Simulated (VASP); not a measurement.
# Na2Pt (Ni2In type) (P6_3/mmc) in VASP: a series of runs, part 2 of 2

VASP 6.6.1. Earlier steps stand in the parts before.

### Step 3. Single point, LDA

POSCAR

```
Na2Pt
1.0
    4.7707218479      0.0000000000      0.0000000000
   -2.3853609240      4.1315663146      0.0000000000
    0.0000000000      0.0000000000      5.8390867364
Pt Na
2 4
Direct
    0.3333333333      0.6666666667      0.2500000000
    0.6666666667      0.3333333333      0.7500000000
    0.0000000000      0.0000000000      0.0000000000
    0.0000000000      0.0000000000      0.5000000000
    0.3333333333      0.6666666667      0.7500000000
    0.6666666667      0.3333333333      0.2500000000
```

INCAR.step1

```
SYSTEM = Na2Pt
PREC     = Accurate       ! precision mode
ENCUT    = 520            ! plane-wave cutoff, eV
EDIFF    = 1E-6           ! SCF threshold, eV
ISMEAR   = -1             ! smearing method
SIGMA    = 0.05           ! smearing width, eV
LREAL    = .FALSE.        ! projectors in reciprocal space
LASPH    = .TRUE.         ! aspherical terms in the spheres
NELM     = 80             ! most SCF steps
ALGO     = Normal         ! electronic algorithm
ISIF     = 2              ! what is computed and relaxed
LWAVE    = .FALSE.        ! write WAVECAR
LCHARG   = .TRUE.         ! write CHGCAR
LMAXMIX  = 4              ! l up to which the mixer works
GGA      = CA             ! functional
NBANDS   = 33             ! bands
```

KPOINTS.step1

```
regular mesh
0
G
  7 7 5
  0 0 0
```

INCAR.step2

```
SYSTEM = Na2Pt
PREC     = Accurate       ! precision mode
ENCUT    = 520            ! plane-wave cutoff, eV
EDIFF    = 1E-6           ! SCF threshold, eV
ISMEAR   = -5             ! smearing method
SIGMA    = 0.05           ! smearing width, eV
LREAL    = .FALSE.        ! projectors in reciprocal space
LASPH    = .TRUE.         ! aspherical terms in the spheres
NELM     = 80             ! most SCF steps
ALGO     = Normal         ! electronic algorithm
ISIF     = 2              ! what is computed and relaxed
LWAVE    = .FALSE.        ! write WAVECAR
LCHARG   = .FALSE.        ! write CHGCAR
LMAXMIX  = 4              ! l up to which the mixer works
GGA      = CA             ! functional
LORBIT   = 11             ! projections on sites
NBANDS   = 33             ! bands
NEDOS    = 2001           ! points of the DOS
ICHARG   = 11             ! starting density
```

KPOINTS.step2

```
regular mesh
0
G
  11 11 8
  0 0 0
```

Potentials or basis: VASP PAW LDA potentials, release 64 (Pt, Na_pv).

Launch:

```sh
$ cat potpaw_LDA.64/Pt/POTCAR potpaw_LDA.64/Na_pv/POTCAR > POTCAR
$ cp INCAR.step1 INCAR
$ cp KPOINTS.step1 KPOINTS
$ mpirun -np 1 vasp_std > vasp.out
$ cp INCAR.step2 INCAR
$ cp KPOINTS.step2 KPOINTS
$ mpirun -np 1 vasp_std > vasp.out
```

OUTCAR:

```text
SYSTEM = Na2Pt
   PREC = Accurate
   ENCUT = 520
   EDIFF = 1E-6
   ISMEAR = -5
   LREAL = .FALSE.
   LASPH = .TRUE.
   NELM = 80
   ISIF = 2
   GGA = CA
   LORBIT = 11
   ICHARG = 11

 ion  position               nearest neighbor table
   1  0.333  0.667  0.250-   6 2.75   6 2.75   6 2.75   5 2.92   5 2.92   3 3.12   4 3.12   4 3.12
                             3 3.12   4 3.12   3 3.12
   2  0.667  0.333  0.750-   5 2.75   5 2.75   5 2.75   6 2.92   6 2.92   3 3.12   4 3.12   3 3.12
                             4 3.12   3 3.12   4 3.12
   3  0.000  0.000  0.000-   1 3.12   2 3.12   1 3.12   2 3.12   2 3.12   1 3.12
   4  0.000  0.000  0.500-   1 3.12   2 3.12   1 3.12   2 3.12   2 3.12   1 3.12
   5  0.333  0.667  0.750-   2 2.75   2 2.75   2 2.75   1 2.92   1 2.92
   6  0.667  0.333  0.250-   1 2.75   1 2.75   1 2.75   2 2.92   2 2.92

  LATTYP: Found a hexagonal cell.
 ALAT       =     4.7707218479
 C/A-ratio  =     1.2239419783

  Lattice vectors:

 A1 = (   4.7707218479,   0.0000000000,   0.0000000000)
 A2 = (  -2.3853609240,   4.1315663146,   0.0000000000)
 A3 = (   0.0000000000,   0.0000000000,   5.8390867364)

Analysis of symmetry for initial positions (statically):
=====================================================================
 Subroutine PRICEL returns:
 Original cell was already a primitive cell.

 Routine SETGRP: Setting up the symmetry group for a
 hexagonal supercell.

 Subroutine GETGRP returns: Found 24 space group operations
 (whereof 12 operations were pure point group operations)
 out of a pool of 24 trial point group operations.

The static configuration has the point symmetry D_3d.
 The point group associated with its full space group is D_6h.

Analysis of symmetry for dynamics (positions and initial velocities):
=====================================================================
 Subroutine PRICEL returns:
 Original cell was already a primitive cell.

 Routine SETGRP: Setting up the symmetry group for a
 hexagonal supercell.

 Subroutine GETGRP returns: Found 24 space group operations
 (whereof 12 operations were pure point group operations)
 out of a pool of 24 trial point group operations.

The dynamic configuration has the point symmetry D_3d.
 The point group associated with its full space group is D_6h.

 Subroutine INISYM returns: Found 24 space group operations
 (whereof 12 operations are pure point group operations),
 and found     1 'primitive' translations

----------------------------------------------------------------------------------------

                                     Primitive cell

  volume of cell :     115.0916

  direct lattice vectors                    reciprocal lattice vectors
     4.770721848  0.000000000  0.000000000     0.209611885  0.121019478  0.000000000
    -2.385360924  4.131566315  0.000000000     0.000000000  0.242038957  0.000000000
     0.000000000  0.000000000  5.839086736     0.000000000  0.000000000  0.171259658

  length of vectors
     4.770721848  4.770721848  5.839086736     0.242038957  0.242038957  0.171259658

  position of ions in fractional coordinates (direct lattice)
     0.333333333  0.666666667  0.250000000
[... 50 lines left out ...]
  0.454545 -0.000000  0.000000      6.000000
[... 16 lines left out ...]
  0.090909  0.090909  0.125000     12.000000
  0.181818  0.090909  0.125000     24.000000
 [... further k-points ...]
   k-points           NKPTS =     80   k-points in BZ     NKDIM =     80   number of bands    NBANDS=     33
   number of dos      NEDOS =   2001   number of ions     NIONS =      6
   total plane-waves  NPLWV =  62208
   dimension x,y,z NGX =    36 NGY =   36 NGZ =   48
   dimension x,y,z NGXF=    72 NGYF=   72 NGZF=   96
   ions per type =               2   4
   NGX,Y,Z   is equivalent  to a cutoff of  12.54, 12.54, 13.67 a.u.
   NGXF,Y,Z  is equivalent  to a cutoff of  25.09, 25.09, 27.33 a.u.
 SYSTEM =  Na2Pt
   PREC   = accura    normal or accurate (medium, high low for compatibility)
   ISTART =      0    job   : 0-new  1-cont  2-samecut
   ICHARG =     11    charge: 1-file 2-atom 10-const
   ISPIN  =      1    spin polarized calculation?
   LNONCOLLINEAR =      F non collinear calculations
   LSORBIT =      F    spin-orbit coupling
   LASPH  =      T    aspherical Exc in radial PAW
   ENCUT  =  520.0 eV  38.22 Ry    6.18 a.u.   8.87  8.87 10.86*2*pi/ulx,y,z
   NELM   =     80;   NELMIN=  2; NELMDL=  0     # of ELM steps
   EDIFF  = 0.1E-05   stopping-criterion for ELM
   LREAL  =      F    real-space projection
   EDIFFG = 0.1E-04   stopping-criterion for IOM
   NSW    =      0    number of steps for IOM
   IBRION =     -1    ionic relax: 0-MD 1-quasi-New 2-CG
   NFREE  =      0    steps in history (QN), initial steepest desc. (CG)
   ISIF   =      2    stress and relaxation
   ISYM   =      2    0-nonsym 1-usesym 2-fastsym
   POTIM  = 0.5000    time-step for ionic-motion
   TEBEG  =    0.0;   TEEND  =   0.0 temperature during run
   PSTRESS=    0.0 pullay stress
   NELECT =      48.0000    total number of electrons
   NUPDOWN=      -1.0000    fix difference up-down
   EMIN   =  10.00;   EMAX   =-10.00  energy-range for DOS
   EFERMI =   0.00;   METHOD = LEGACY
   ISMEAR =    -5;   SIGMA  =   0.05  broadening in eV -4-tet -1-fermi 0-gaus
   EFERMI_NEDOS =   21; number of points for ismear=-14 and -15
   IALGO  =     38    algorithm
   IMIX   =      4    mixing-type and parameters
     AMIX     =   0.40;   BMIX     =  1.00
     AMIX_MAG =   1.60;   BMIX_MAG =  1.00
  volume/ion in A,a.u.               =      19.18       129.45
  Fermi-wavevector in a.u.,A,eV,Ry     =   1.223134  2.311388 20.355084  1.496056
  Thomas-Fermi vector in A             =   2.358256
   LORBIT       =     11    0 simple, 1 ext, 2 COOP (PROOUT), +10 PAW based schemes
   GGA     = CA    functional components
   LHFCALC =     F    Hartree Fock is set to
   AEXX    =    0.0000 exact exchange contribution
   IVDW    =     0    specifies the selected vdW correction
   LEPSILON=     F    determine dielectric tensor
   LRPA    =     F    only Hartree local field effects (RPA)
 non-spin polarized calculation
 Fermi weights with tetrahedron method with Bloechl corrections
  energy-cutoff  :      520.00
  volume of cell :      115.09
 maximum number of plane-waves:      3124
 NGX is ok and might be reduce to    36

 number of electron      48.0000027 magnetization

 Free energy of the ion-electron system (eV)
  ---------------------------------------------------
  ext. energy  EPLUGINS =         0.00000000
  ---------------------------------------------------
  free energy    TOTEN  =       -20.20403239 eV

  energy without entropy =      -20.20403239  energy(sigma->0) =      -20.20403239

 E-fermi :   2.8759     XC(G=0):  -9.9764

 val. band max:        2.9609968733   @ k =   0.0909  -0.0000   0.0000
 cond. band min:       2.7631253939   @ k =   0.4545  -0.0000   0.3750
 fundamental gap:     -0.1978714794
 Fermi energy:         2.8759266671

 k-point     1 :       0.0000    0.0000    0.0000
  band No.  band energies     occupation
      1     -20.7839      2.00000
      2     -20.6135      2.00000
      3     -20.6135      2.00000
      4     -20.5846      2.00000
      5     -20.5830      2.00000
      6     -20.5830      2.00000
[... 853 lines left out ...]
     32      11.0504      0.00000
     33      11.9251      0.00000

 [... further k-points ...]
[... 5 lines left out ...]
  --------------------------------------------------------------------------------------
  -------------------------------------------------------------------------------------
  Total        0.2137597      0.2137597      0.0636727     -0.0000000      0.0000000      0.0000000
  in kB        2.9757242      2.9757242      0.8863806     -0.0000000      0.0000000      0.0000000
  external PRESSURE =       2.2792764 kB  Pullay stress =       0.0000000 kB

 VOLUME and BASIS-vectors are now :
 -----------------------------------------------------------------------------
  energy-cutoff  :      520.00
  volume of cell :      115.09
      direct lattice vectors                 reciprocal lattice vectors
     4.770721848  0.000000000  0.000000000     0.209611885  0.121019478  0.000000000
    -2.385360924  4.131566315  0.000000000     0.000000000  0.242038957  0.000000000
     0.000000000  0.000000000  5.839086736     0.000000000  0.000000000  0.171259658

 POSITION                                       TOTAL-FORCE (eV/Angst)
 -----------------------------------------------------------------------------------
     -0.00000      2.75438      1.45977         0.000000     -0.000000      0.000000
      2.38536      1.37719      4.37932        -0.000000      0.000000      0.000000
      0.00000      0.00000      0.00000        -0.000000      0.000000      0.000000
      0.00000      0.00000      2.91954        -0.000000      0.000000      0.000000
     -0.00000      2.75438      4.37932        -0.000000      0.000000      0.000000
      2.38536      1.37719      1.45977         0.000000     -0.000000      0.000000
 -----------------------------------------------------------------------------------
    total drift:                               -0.000000      0.000000     -0.000000

  FREE ENERGIE OF THE ION-ELECTRON SYSTEM (eV)
  ---------------------------------------------------
  free  energy   TOTEN  =       -20.2040323932 eV

  energy  without entropy=      -20.2040323932  energy(sigma->0) =      -20.20403239

 total charge

# of ion       s       p       d       tot
------------------------------------------
    1        0.776   0.080   8.345   9.201
    2        0.776   0.080   8.345   9.201
    3        0.091   5.990   0.000   6.082
    4        0.091   5.990   0.000   6.082
    5        0.111   6.010   0.000   6.121
    6        0.111   6.010   0.000   6.121
--------------------------------------------------
tot          1.956  24.161  16.689  42.807
```

Run time: 2.1 min. Hardware: 1 thread of AMD EPYC 9R45 (Zen 5), shared host; peak memory 0.32 GiB.

Results:

| Property | Result |
| --- | --- |
| Valence electrons inside the program's atomic spheres | Pt 9.20; Na 6.08, 6.12 (each value once) |

Caveat: spin-orbit coupling is left out, which moves the levels of the heavy elements.
